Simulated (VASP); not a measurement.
A run of VASP 6.6.1 is set up as follows.

The input INCAR:

```
SYSTEM = TiC
ALGO     = Normal         ! electronic algorithm
EDIFF    = 1E-6           ! SCF threshold, eV
ENCUT    = 520            ! plane-wave cutoff, eV
GGA      = PE             ! functional
ISIF     = 2              ! what is computed and relaxed
ISMEAR   = 0              ! smearing method
LASPH    = .TRUE.         ! aspherical terms in the spheres
LCHARG   = .TRUE.         ! write CHGCAR
LELF     = .TRUE.         ! ELF
LREAL    = .FALSE.        ! projectors in reciprocal space
LVHAR    = .TRUE.       
LWAVE    = .FALSE.        ! write WAVECAR
NBANDS   = 15             ! bands
NELM     = 80             ! most SCF steps
PREC     = Accurate       ! precision mode
SIGMA    = 0.1            ! smearing width, eV
```

File KPOINTS:

```
k-points
0
G
  16 16 16
  0 0 0
```

The input POSCAR:

```
TiC
1.0
    0.0000000000      2.1878617423      2.1878617423
    2.1878617423      0.0000000000      2.1878617423
    2.1878617423      2.1878617423      0.0000000000
Ti C
1 1
Direct
    0.0000000000      0.0000000000      0.0000000000
    0.5000000000      0.5000000000      0.5000000000
```

Potentials or basis: VASP PAW PBE potentials, release 64 (Ti_sv, C).

The run is started by

```console
$ cat potpaw_PBE.64/Ti_sv/POTCAR potpaw_PBE.64/C/POTCAR > POTCAR
$ mpirun -np 1 vasp_std > vasp.out
```

**Question.** What does it give for the pressure?

**Answer.** -6.8 GPa.

**Question.** Estimate the band gap on the k mesh.

**Answer.** Zero (band 8 reaches 9.74 eV, above the bottom of band 9 at 8.66 eV).
